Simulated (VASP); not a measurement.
Set up this calculation in VASP 6.6.1, as the native input.

* Task: single point
* Functional: PBE
* Dispersion: D3(BJ)
* Potentials or basis: VASP PAW PBE potentials, release 64 (As_d)
* Cutoff: 510 eV
* k mesh: 12 × 12 × 12
* Occupations: gaussian, width 0.1 eV
* Spin: no spin polarisation
* Dipole correction: no
* Further INCAR settings: ALGO = Normal; EDIFF = 1e-06; NBANDS = 22

The structure of As lies in POSCAR:

```
As
1.0
    1.8447290854      1.0650548340      3.1162969755
   -1.8447290854      1.0650548340      3.1162969755
    0.0000000000     -2.1301096681      3.1162969755
As
2
Direct
    0.7639505788      0.7639505788      0.7639505788
    0.2360494212      0.2360494212      0.2360494212
```

The input as run:

INCAR

```
SYSTEM = As
PREC = Accurate
ENCUT = 510
EDIFF = 1E-6
ISMEAR = 0
SIGMA = 0.1
LREAL = .False.
LASPH = .True.
NELM = 120
ALGO = Normal
ISIF = 2
LWAVE = .False.
LCHARG = .False.
GGA = PE
IVDW = 12
NBANDS = 22
GGA_COMPAT = .False.
```

KPOINTS

```
Automatic mesh
0
Gamma
  12 12 12
  0 0 0
```

Potentials or basis: VASP PAW PBE potentials, release 64 (As_d).

Run with:

```sh
$ cat potpaw_PBE.64/As_d/POTCAR > POTCAR
$ mpirun -np 1 vasp_std > vasp.out
```

It gave:

```yaml
Pressure: 9.6 GPa
Largest_force: 0.013 eV/Å
Band_gap_on_the_k_mesh: zero (bands 15 and 16 overlap by 0.67 eV)
Dispersion_energy_per_atom: -0.493 eV
```

Caveat: the cell stands under pressure.

Run time: 86 s on 1 thread of Intel(R) Xeon(R) Platinum 8488C (Sapphire Rapids), with other jobs on the host, peak memory 0.24 GiB.
